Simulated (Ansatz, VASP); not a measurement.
# Co in VASP and in Ansatz

```
Co
1.0
     2.49304    0.00000    0.00000
     0.00000    4.03693    0.00000
     0.00000    0.00000   24.63700
Co
4
Cartesian
  0.0000 3.0277 11.0000
  1.2465 1.0092 11.5644
  1.2465 3.0277 13.0726
  0.0000 1.0092 13.6370
```

Alike in both runs: task single point; functional PBE; k mesh 15 × 9 × 1; occupations fermi-dirac, width 0.1 eV; collinear spin.

```csv
,VASP,Ansatz
version,VASP 6.6.1,Ansatz 0.2.0
potentials or method,"VASP PAW PBE potentials, release 64 (Co), cutoff 520 eV","all-electron LAPW, scalar-relativistic"
```

Ansatz gave:

```
rms of the force components (eV/Å)                            : 0.002
net moment per atom (μB)                                      : 1.77
size of the moment on the site where the two differ most (μB) : 1.76
```

Which values does VASP return?

rms of the force components (eV/Å): 0.016; net moment per atom (μB): 1.76; size of the moment on the site where the two differ most (μB): 1.71.

Site moments also hang on the region over which each program counts them. Atom by atom the forces differ by 0.014 eV/Å (rms over components). Ansatz ran all-electron here, and VASP with PAW potentials.
